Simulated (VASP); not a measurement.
# Be4Te (I-42m) in VASP: a series of runs

Be4Te is run at these levels: PBE; tasks: single point, relaxation of cell and atoms.

Everything below comes from runs of VASP 6.6.1. Logs are shortened: lines on timing, memory, paths and dates and some standing lists are left out, and cuts for length are marked.

## Step 1: The cell of the first run

The structure is tetragonal, space group I-42m (No. 121). The conventional cell has a = 5.649 Å, b = 5.649 Å, c = 4.220 Å, α = 90.00°, β = 90.00°, γ = 90.00°. Be (site symmetry m) has 4 Be at 2.13 to 2.72 Å and 2 Te at 2.16 to 2.56 Å within 2.8 Å. Te (site symmetry -42m) has 8 Be at 2.16 to 2.56 Å within 2.9 Å.

The cell was built from a structure type or drawn by symmetry, and may not be a known phase.

## Step 2: Single point, PBE

Contents of INCAR:

```
SYSTEM = Be4Te
PREC = Accurate ; ENCUT = 520
EDIFF = 1E-6 ; ISMEAR = 0
SIGMA = 0.1 ; LREAL = .FALSE.
LASPH = .TRUE. ; NELM = 100
ALGO = Fast ; ISIF = 2
LWAVE = .FALSE. ; LCHARG = .FALSE.
GGA = PE ; NBANDS = 15
```

Contents of KPOINTS:

```
regular mesh
0
G
  6 6 6
  0 0 0
```

Contents of POSCAR:

```
Be4Te
1.0
   -2.8243973100      2.8243973100      2.1102346000
    2.8243973100     -2.8243973100      2.1102346000
    2.8243973100      2.8243973100     -2.1102346000
Be Te
4 1
Direct
    0.1839274900      0.1839274900      0.5342229400
    0.6497045500      0.6497045500      0.4657770600
    0.8160725100      0.3502954500      0.0000000000
    0.3502954500      0.8160725100      0.0000000000
    0.0000000000      0.0000000000      0.0000000000
```

Potentials or basis: VASP PAW PBE potentials, release 64 (Be, Te).

Run with:

```
$ cat potpaw_PBE.64/Be/POTCAR potpaw_PBE.64/Te/POTCAR > POTCAR
$ mpirun -np 1 vasp_std > vasp.out
```

OUTCAR:

```text
SYSTEM = Be4Te
   PREC = Accurate
   ENCUT = 520
   EDIFF = 1E-6
   ISMEAR = 0
   LREAL = .FALSE.
   LASPH = .TRUE.
   NELM = 100
   ISIF = 2
   GGA = PE

 ion  position               nearest neighbor table
   1  0.184  0.184  0.534-   2 2.13   2 2.13   5 2.16   5 2.56
   2  0.650  0.650  0.466-   1 2.13   1 2.13   5 2.16   5 2.56
   3  0.816  0.350  0.000-   4 2.13   4 2.13   5 2.16   5 2.56
   4  0.350  0.816  0.000-   3 2.13   3 2.13   5 2.16   5 2.56
   5  0.000  0.000  0.000-   1 2.16   3 2.16   4 2.16   2 2.16   1 2.56   2 2.56   3 2.56   4 2.56

  LATTYP: Found a body centered tetragonal cell.
 ALAT       =     5.6487946200
 C/A-ratio  =     0.7471450962

  Lattice vectors:

 A1 = (  -2.8243973100,   2.8243973100,   2.1102346000)
 A2 = (   2.8243973100,  -2.8243973100,   2.1102346000)
 A3 = (   2.8243973100,   2.8243973100,  -2.1102346000)

Analysis of symmetry for initial positions (statically):
=====================================================================
 Subroutine PRICEL returns:
 Original cell was already a primitive cell.

 Routine SETGRP: Setting up the symmetry group for a
 body centered tetragonal supercell.

 Subroutine GETGRP returns: Found  8 space group operations
 (whereof  8 operations were pure point group operations)
 out of a pool of 16 trial point group operations.

The static configuration has the point symmetry D_2d.

Analysis of symmetry for dynamics (positions and initial velocities):
=====================================================================
 Subroutine PRICEL returns:
 Original cell was already a primitive cell.

 Routine SETGRP: Setting up the symmetry group for a
 body centered tetragonal supercell.

 Subroutine GETGRP returns: Found  8 space group operations
 (whereof  8 operations were pure point group operations)
 out of a pool of 16 trial point group operations.

The dynamic configuration has the point symmetry D_2d.

 Subroutine INISYM returns: Found  8 space group operations
 (whereof  8 operations are pure point group operations),
 and found     1 'primitive' translations

----------------------------------------------------------------------------------------

                                     Primitive cell

  volume of cell :      67.3352

  direct lattice vectors                    reciprocal lattice vectors
    -2.824397310  2.824397310  2.110234600     0.000000000  0.177028918  0.236940480
     2.824397310 -2.824397310  2.110234600     0.177028918  0.000000000  0.236940480
     2.824397310  2.824397310 -2.110234600     0.177028918  0.177028918  0.000000000

  length of vectors
     4.517469468  4.517469468  4.517469468     0.295770230  0.295770230  0.250356697

  position of ions in fractional coordinates (direct lattice)
     0.183927490  0.183927490  0.534222940
     0.649704550  0.649704550  0.465777060
     0.816072510  0.350295450  0.000000000
     0.350295450  0.816072510  0.000000000
     0.000000000  0.000000000  0.000000000

  ion indices of the primitive-cell ions
   primitive index   ion index
                 1           1
                 2           2
                 3           3
                 4           4
                 5           5

----------------------------------------------------------------------------------------

 KPOINTS: regular mesh

Automatic generation of k-mesh.
 Grid dimensions read from file:
 generate k-points for:    6    6    6

 Generating k-lattice:

  Cartesian coordinates                     Fractional coordinates (reciprocal lattice)
     0.000000000  0.029504820  0.039490080     0.166666667  0.000000000 -0.000000000
     0.029504820  0.000000000  0.039490080     0.000000000  0.166666667 -0.000000000
     0.029504820  0.029504820  0.000000000     0.000000000  0.000000000  0.166666667

  Length of vectors
     0.049295038  0.049295038  0.041726116

  Shift w.r.t. Gamma in fractional coordinates (k-lattice)
     0.000000000  0.000000000  0.000000000

 Subroutine IBZKPT returns following result:
 ===========================================

 Found     30 irreducible k-points:

 Following reciprocal coordinates:
            Coordinates               Weight
  0.000000  0.000000  0.000000      1.000000
  0.166667  0.000000  0.000000      8.000000
  0.333333 -0.000000  0.000000      8.000000
  0.500000 -0.000000  0.000000      4.000000
  0.166667  0.166667  0.000000      8.000000
  0.333333  0.166667  0.000000     16.000000
[... 16 lines left out ...]
 -0.333333 -0.333333  0.166667      8.000000
 -0.166667 -0.333333  0.166667      8.000000
 [... further k-points ...]
   k-points           NKPTS =     30   k-points in BZ     NKDIM =     30   number of bands    NBANDS=     15
   number of dos      NEDOS =    301   number of ions     NIONS =      5
   total plane-waves  NPLWV =  46656
   dimension x,y,z NGX =    36 NGY =   36 NGZ =   36
   dimension x,y,z NGXF=    72 NGYF=   72 NGZF=   72
   ions per type =               4   1
   NGX,Y,Z   is equivalent  to a cutoff of  13.25, 13.25, 13.25 a.u.
   NGXF,Y,Z  is equivalent  to a cutoff of  26.50, 26.50, 26.50 a.u.
 SYSTEM =  Be4Te
   PREC   = accura    normal or accurate (medium, high low for compatibility)
   ISTART =      0    job   : 0-new  1-cont  2-samecut
   ICHARG =      2    charge: 1-file 2-atom 10-const
   ISPIN  =      1    spin polarized calculation?
   LNONCOLLINEAR =      F non collinear calculations
   LSORBIT =      F    spin-orbit coupling
   LASPH  =      T    aspherical Exc in radial PAW
   ENCUT  =  520.0 eV  38.22 Ry    6.18 a.u.   8.40  8.40  8.40*2*pi/ulx,y,z
   NELM   =    100;   NELMIN=  2; NELMDL= -5     # of ELM steps
   EDIFF  = 0.1E-05   stopping-criterion for ELM
   LREAL  =      F    real-space projection
   EDIFFG = 0.1E-04   stopping-criterion for IOM
   NSW    =      0    number of steps for IOM
   IBRION =     -1    ionic relax: 0-MD 1-quasi-New 2-CG
   NFREE  =      0    steps in history (QN), initial steepest desc. (CG)
   ISIF   =      2    stress and relaxation
   ISYM   =      2    0-nonsym 1-usesym 2-fastsym
   POTIM  = 0.5000    time-step for ionic-motion
   TEBEG  =    0.0;   TEEND  =   0.0 temperature during run
   PSTRESS=    0.0 pullay stress
   NELECT =      14.0000    total number of electrons
   NUPDOWN=      -1.0000    fix difference up-down
   EMIN   =  10.00;   EMAX   =-10.00  energy-range for DOS
   EFERMI =   0.00;   METHOD = LEGACY
   ISMEAR =     0;   SIGMA  =   0.10  broadening in eV -4-tet -1-fermi 0-gaus
   EFERMI_NEDOS =   21; number of points for ismear=-14 and -15
   IALGO  =     68    algorithm
   IMIX   =      4    mixing-type and parameters
     AMIX     =   0.40;   BMIX     =  1.00
     AMIX_MAG =   1.60;   BMIX_MAG =  1.00
  volume/ion in A,a.u.               =      13.47        90.88
  Fermi-wavevector in a.u.,A,eV,Ry     =   0.969847  1.832746 12.797694  0.940604
  Thomas-Fermi vector in A             =   2.099934
   LORBIT       =      0    0 simple, 1 ext, 2 COOP (PROOUT), +10 PAW based schemes
   GGA     = PE    functional components
   LHFCALC =     F    Hartree Fock is set to
   AEXX    =    0.0000 exact exchange contribution
   IVDW    =     0    specifies the selected vdW correction
   LEPSILON=     F    determine dielectric tensor
   LRPA    =     F    only Hartree local field effects (RPA)
 non-spin polarized calculation
 RMM-DIIS sequential band-by-band and
 Gauss-broadening in eV      SIGMA  =   0.10
  energy-cutoff  :      520.00
  volume of cell :       67.34
 maximum number of plane-waves:      1840
 NGX is ok and might be reduce to    36
   NGX = 17   NGY = 17   NGZ = 17

 number of electron      14.0000000 magnetization

 Free energy of the ion-electron system (eV)
  ---------------------------------------------------
  ext. energy  EPLUGINS =         0.00000000
  ---------------------------------------------------
  free energy    TOTEN  =       -11.14342818 eV

  energy without entropy =      -11.13532672  energy(sigma->0) =      -11.13937745

 E-fermi :   7.0636     XC(G=0):  -9.8526

 val. band max:        7.0544984084   @ k =   0.1667   0.1667   0.0000
 cond. band min:       7.1169048856   @ k =  -0.1667   0.3333   0.1667
 fundamental gap:      0.0624064772
 Fermi energy:         7.0635527519

 k-point     1 :       0.0000    0.0000    0.0000
  band No.  band energies     occupation
      1      -7.9413      2.00000
      2       0.4657      2.00000
      3       0.4657      2.00000
      4       3.1438      2.00000
      5       3.9343      2.00000
      6       5.1817      2.00000
      7       5.1817      2.00000
      8       5.2469      2.00000
      9       7.5559      0.00000
     10       8.8429      0.00000
     11       8.8429      0.00000
     12       9.9770      0.00000
     13      11.6145      0.00000
     14      11.6812      0.00000
     15      11.6812      0.00000

 k-point     2 :       0.1667    0.0000    0.0000
  band No.  band energies     occupation
      1      -7.7872      2.00000
      2       0.1130      2.00000
      3       0.3227      2.00000
      4       1.6448      2.00000
      5       4.4884      2.00000
      6       4.6911      2.00000
      7       5.7267      2.00000
      8       6.1132      2.00000
      9       8.4063      0.00000
     10       8.5721      0.00000
     11       9.2157      0.00000
     12       9.6402      0.00000
     13      11.4147      0.00000
     14      12.0163      0.00000
     15      13.7667      0.00000
[... 365 lines left out ...]
      3      -0.7972      2.00000
      4       0.0811      2.00000
      5       4.2427      2.00000
      6       4.6428      2.00000
      7       6.6197      2.00000
      8       6.8450      1.99800
      9       9.4171      0.00000
     10      10.1430      0.00000
     11      10.9021      0.00000
     12      12.5758      0.00000
     13      13.1006      0.00000
     14      13.6652      0.00000
     15      14.4196      0.00000

 k-point    24 :      -0.1667   -0.3333    0.1667
  band No.  band energies     occupation
      1      -7.2458      2.00000
      2      -1.0853      2.00000
      3      -0.0789      2.00000
      4       0.1365      2.00000
      5       4.4402      2.00000
      6       4.5854      2.00000
      7       5.3558      2.00000
      8       6.6251      2.00000
      9       8.0051      0.00000
     10      11.2535      0.00000
     11      11.8692      0.00000
     12      12.3313      0.00000
     13      12.9722      0.00000
     14      13.8996      0.00000
     15      14.2383      0.00000

 [... further k-points ...]
[... 5 lines left out ...]
  --------------------------------------------------------------------------------------
  -------------------------------------------------------------------------------------
  Total       10.4461683     10.4461683      2.9543178      0.0000000      0.0000000      0.0000000
  in kB      248.5565961    248.5565961     70.2951706      0.0000000      0.0000000      0.0000000
  external PRESSURE =     189.1361209 kB  Pullay stress =       0.0000000 kB

 VOLUME and BASIS-vectors are now :
 -----------------------------------------------------------------------------
  energy-cutoff  :      520.00
  volume of cell :       67.34
      direct lattice vectors                 reciprocal lattice vectors
    -2.824397310  2.824397310  2.110234600     0.000000000  0.177028918  0.236940480
     2.824397310 -2.824397310  2.110234600     0.177028918  0.000000000  0.236940480
     2.824397310  2.824397310 -2.110234600     0.177028918  0.177028918  0.000000000

 POSITION                                       TOTAL-FORCE (eV/Angst)
 -----------------------------------------------------------------------------------
      1.50886      1.50886     -0.35108         1.854950      1.854950     -0.522101
      1.31554      1.31554      1.75916        -1.854950     -1.854950     -0.522101
     -1.31554      1.31554      2.46131         1.854950     -1.854950      0.522101
      1.31554     -1.31554      2.46131        -1.854950      1.854950      0.522101
      0.00000      0.00000      0.00000        -0.000000      0.000000     -0.000000
 -----------------------------------------------------------------------------------
    total drift:                                0.000000      0.000000      0.000000

  FREE ENERGIE OF THE ION-ELECTRON SYSTEM (eV)
  ---------------------------------------------------
  free  energy   TOTEN  =       -11.1434281796 eV

  energy  without entropy=      -11.1353267186  energy(sigma->0) =      -11.13937745
```

Wall time 68 s (1 thread of Intel Xeon Platinum 8259CL at 2.50GHz (Skylake/Cascade Lake), shared host); peak memory 0.21 GiB.

What came out:

```yaml
Free_energy: -11.1434 eV
Pressure: 18.9 GPa
Largest_force: 2.675 eV/Å
Band_gap_on_the_k_mesh: zero (bands 7 and 8 overlap by 3.68 eV)
```

Forces on the atoms (eV/Å):
```
Be   1.855  1.855 -0.522
Be  -1.855 -1.855 -0.522
Be   1.855 -1.855  0.522
Be  -1.855  1.855  0.522
Te   0.000  0.000  0.000
```

Stress tensor (GPa, compression positive):
```
24.86  0.00  0.00
 0.00 24.86  0.00
 0.00  0.00  7.03
```

Levels at points of the mesh, in eV from the Fermi level:
```csv
k point,band 5,band 6,band 7,band 8,band 9,band 10
"(0.00, 0.00, 0.00)",-3.13,-1.88,-1.88,-1.82,0.49,1.78
"(0.50, 0.00, 0.00)",-3.59,-3.20,0.35,1.01,1.95,2.61
"(0.50, 0.50, 0.00)",-2.46,-2.14,-0.17,0.06,0.38,1.63
"(0.50, 0.50, 0.50)",-4.30,-2.96,1.86,2.25,2.25,2.41
```

Caveat: the cell stands under pressure; spin-orbit coupling is left out, which moves the levels of the heavy elements; forces of over 1 eV/Å act on the atoms, so gaps and moduli don't describe the material at rest.

## Step 3: Single point, PBE

This run uses another cell than the first one, of 15.42 Å³/atom.

Contents of INCAR:

```
SYSTEM = Be4Te
  ALGO = Normal
  EDIFF = 1E-7
  ENCUT = 520
  GGA = PE
  ISIF = 2
  ISMEAR = 0
  LASPH = .TRUE.
  LCHARG = .TRUE.
  LELF = .TRUE.
  LREAL = .FALSE.
  LVHAR = .TRUE.
  LWAVE = .FALSE.
  NBANDS = 15
  NELM = 80
  PREC = Accurate
  SIGMA = 0.1
```

Contents of KPOINTS:

```
k-points
0
G
  6 6 6
  0 0 0
```

Contents of POSCAR:

```
Be4Te
1.0
   -2.9448999542      2.9448999542      2.2231077450
    2.9448999542     -2.9448999542      2.2231077450
    2.9448999542      2.9448999542     -2.2231077450
Be Te
4 1
Direct
    0.2306006686      0.2306006686      0.6091435320
    0.6214571366      0.6214571366      0.3908564680
    0.7693993314      0.3785428634      0.0000000000
    0.3785428634      0.7693993314      0.0000000000
    0.0000000000      0.0000000000      0.0000000000
```

Potentials or basis: VASP PAW PBE potentials, release 64 (Be, Te).

Run with:

```
$ cat potpaw_PBE.64/Be/POTCAR potpaw_PBE.64/Te/POTCAR > POTCAR
$ mpirun -np 1 vasp_std > vasp.out
```

Wall time 77 s (1 thread of Intel Xeon Platinum 8259CL at 2.50GHz (Skylake/Cascade Lake), shared host); peak memory 0.21 GiB.

Results (log left out):

```yaml
Free_energy: -12.8674 eV
Pressure: 0.1 GPa
Largest_force: 0.030 eV/Å
Band_gap_on_the_k_mesh: zero (bands 7 and 8 overlap by 3.59 eV)
```

Forces on the atoms (eV/Å):
```
Be   0.019  0.019  0.014
Be  -0.019 -0.019  0.014
Be   0.019 -0.019 -0.014
Be  -0.019  0.019 -0.014
Te   0.000  0.000  0.000
```

Stress tensor (GPa, compression positive):
```
-0.07  0.00  0.00
 0.00 -0.07  0.00
 0.00  0.00  0.42
```

Levels at points of the mesh, in eV from the Fermi level:
```csv
k point,band 4,band 5,band 6,band 7,band 8,band 9,band 10,band 11
"(0.00, 0.00, 0.00)",-4.03,-3.11,-1.72,-1.03,-1.01,-1.01,1.43,1.43
"(0.50, 0.00, 0.00)",-5.50,-2.99,-2.74,0.41,1.64,2.09,3.49,3.50
"(0.50, 0.50, 0.00)",-4.55,-2.85,-1.24,-1.01,0.52,1.01,1.15,3.27
"(0.50, 0.50, 0.50)",-5.66,-3.22,-3.15,2.37,2.37,2.46,3.53,4.24
```

Caveat: spin-orbit coupling is left out, which moves the levels of the heavy elements.

## Step 4: Relaxation of cell and atoms, PBE

Contents of INCAR:

```
PREC = Accurate
ENCUT = 600
EDIFF = 1E-6
ISMEAR = 0
SIGMA = 0.1
LREAL = False
LASPH = True
NELM = 80
ALGO = Normal
ISIF = 3
LWAVE = False
LCHARG = False
GGA = PE
IBRION = 2
NSW = 90
EDIFFG = -0.04
```

Contents of KPOINTS:

```
Automatic mesh
0
Gamma
  6 6 6
```

Contents of POSCAR:

```
Be4Te
1.0
   -2.8243973100      2.8243973100      2.1102346000
    2.8243973100     -2.8243973100      2.1102346000
    2.8243973100      2.8243973100     -2.1102346000
Be Te
4 1
Direct
    0.1839274900      0.1839274900      0.5342229400
    0.6497045500      0.6497045500      0.4657770600
    0.8160725100      0.3502954500      0.0000000000
    0.3502954500      0.8160725100      0.0000000000
    0.0000000000      0.0000000000      0.0000000000
```

Run with:

```
$ cat potpaw_PBE.64/Be/POTCAR potpaw_PBE.64/Te/POTCAR > POTCAR
$ mpirun -np 1 vasp_std > vasp.out
```

It took 9 min on 1 thread of Intel Xeon Platinum 8259CL at 2.50GHz (Skylake/Cascade Lake), shared host; peak memory 0.23 GiB.

Results (log left out):

* Free energy: -12.8687 eV
* Relaxed volume: 15.37 Å³/atom
* Relaxed cell: a = 4.713 Å, b = 4.713 Å, c = 4.713 Å, α = 102.93°, β = 102.93°, γ = 123.55°
* Space group after relaxing (to 0.1 Å): I-42m (No. 121)
* Energy gained by relaxing: 345.0 meV/atom
* Ionic steps: 30
* Pressure after relaxing: 0.1 GPa
* Largest force after relaxing: 0.040 eV/Å
* Band gap on the k mesh: zero (bands 7 and 8 overlap by 3.51 eV)

Forces in eV/Å, atoms in the order of the input:
```
Be   0.028  0.028  0.001
Be  -0.028 -0.028  0.001
Be   0.028 -0.028 -0.001
Be  -0.028  0.028 -0.001
Te   0.000  0.000  0.000
```

Stress tensor (GPa, compression positive):
```
0.08 0.00 0.00
0.00 0.08 0.00
0.00 0.00 0.28
```

The path:
| step | energy change (eV) | largest force (eV/Å) | pressure (GPa) | volume (Å³) |
| --- | --- | --- | --- | --- |
| 1 | 0.0000 | 2.6744 | 18.92 | 67.34 |
| 2 | -1.5288 | 0.4794 | -2.56 | 83.93 |
| 3 | -1.5293 | 0.4617 | -2.76 | 84.23 |
| 4 | -1.6254 | 0.3527 | -1.02 | 81.42 |
| 5 | -1.6483 | 0.2637 | 0.50 | 79.50 |
| 6 | -1.6484 | 0.2545 | 0.66 | 79.31 |
| 7 | -1.6707 | 0.1509 | 0.30 | 79.46 |
| 8 | -1.6864 | 0.0827 | -0.26 | 79.79 |
| 9 | -1.6868 | 0.0553 | -0.20 | 79.75 |
| 10 | -1.6929 | 0.0397 | -0.23 | 79.39 |
| 11 | -1.6961 | 0.0666 | -0.19 | 78.87 |
| 12 | -1.6979 | 0.0593 | 0.15 | 78.32 |
| 13 | -1.6984 | 0.0557 | 0.44 | 77.88 |
| 14 | -1.6995 | 0.0505 | 0.38 | 77.90 |
| 15 | -1.7020 | 0.0432 | 0.24 | 77.96 |
| 16 | -1.7042 | 0.0695 | 0.03 | 78.07 |
| 17 | -1.7067 | 0.0404 | -0.16 | 78.17 |
| 18 | -1.7135 | 0.0790 | -0.72 | 78.43 |
| 19 | -1.6892 | 0.1956 | -1.84 | 78.87 |
| 20 | -1.7149 | 0.1007 | -0.92 | 78.51 |
| 21 | -1.7151 | 0.1085 | -1.03 | 78.55 |
| 22 | -1.7155 | 0.1098 | -1.04 | 78.51 |
| 23 | -1.7160 | 0.1150 | -1.06 | 78.38 |
| 24 | -1.7170 | 0.1110 | -0.98 | 78.27 |
| 25 | -1.7197 | 0.0996 | -0.68 | 77.92 |
| 26 | -1.7230 | 0.0785 | -0.16 | 77.22 |
| 27 | -1.7216 | 0.0388 | 0.99 | 75.85 |
| 28 | -1.7238 | 0.0639 | 0.24 | 76.72 |
| 29 | -1.7242 | 0.0577 | 0.22 | 76.76 |
| 30 | -1.7251 | 0.0396 | 0.15 | 76.86 |

Final structure:
```
Be Te
1.0
    -2.93614    2.93614    2.22900
     2.93614   -2.93614    2.22900
     2.93614    2.93614   -2.22900
Be Te
4 1
Direct
  0.23402 0.23402 0.61026
  0.62376 0.62376 0.38974
  0.76598 0.37624 0.00000
  0.37624 0.76598 0.00000
  0.00000 0.00000 0.00000
```

Levels at points of the mesh, in eV from the Fermi level:
```csv
k point,band 4,band 5,band 6,band 7,band 8,band 9,band 10,band 11
"(0.00, 0.00, 0.00)",-4.04,-3.13,-1.69,-1.07,-1.01,-1.01,1.37,1.37
"(0.50, 0.00, 0.00)",-5.49,-2.99,-2.74,0.39,1.67,2.13,3.51,3.56
"(0.50, 0.50, 0.00)",-4.52,-2.89,-1.25,-1.00,0.53,1.01,1.07,3.31
"(0.50, 0.50, 0.50)",-5.70,-3.27,-3.16,2.32,2.32,2.43,3.60,4.26
```

Caveat: spin-orbit coupling is left out, which moves the levels of the heavy elements.

(Part 1 of 2 ends here.)
